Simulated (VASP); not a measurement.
A run of VASP 6.6.1:

File INCAR:

```
PREC = Accurate ; ENCUT = 750
EDIFF = 1E-6 ; ISMEAR = 0
SIGMA = 0.2 ; LREAL = F
LASPH = T ; NELM = 200
ALGO = Normal ; ISIF = 2
LWAVE = F ; LCHARG = F
GGA = PE ; NBANDS = 26
GGA_COMPAT = F ; LMAXMIX = 6
```

The input KPOINTS:

```
regular mesh
0
Gamma
  3 3 5
```

File POSCAR:

```
Li4TmGe
1.0
    4.7481678363     -4.1704022073      0.0000000000
    4.7481678363      4.1704022073      0.0000000000
    0.0000000000      0.0000000000      4.4319031020
Li Tm Ge
4 1 1
Direct
    0.7452431725      0.7452431725      0.0000000000
    0.8603173289      0.1396826711      0.5000000000
    0.1396826711      0.8603173289      0.5000000000
    0.2547568275      0.2547568275      0.0000000000
    0.5000000000      0.5000000000      0.5000000000
    0.0000000000      0.0000000000      0.0000000000
```

Potentials or basis: VASP PAW PBE potentials, release 64 (Li_sv, Tm_3, Ge_d), 4f in core.

Command:

```bash
$ cat potpaw_PBE.64/Li_sv/POTCAR potpaw_PBE.64/Tm_3/POTCAR potpaw_PBE.64/Ge_d/POTCAR > POTCAR
$ mpirun -np 1 vasp_std > vasp.out
```

Hardware: 1 thread of Intel(R) Xeon(R) 6975P-C (Granite Rapids), on a shared host.

**Question.** How long does it take, and how much memory?

**Answer.** It took 62 s on 1 thread of Intel(R) Xeon(R) 6975P-C (Granite Rapids), with other jobs on the host, peak memory 0.4 GiB. Counts: scf iterations 15, k points 12.
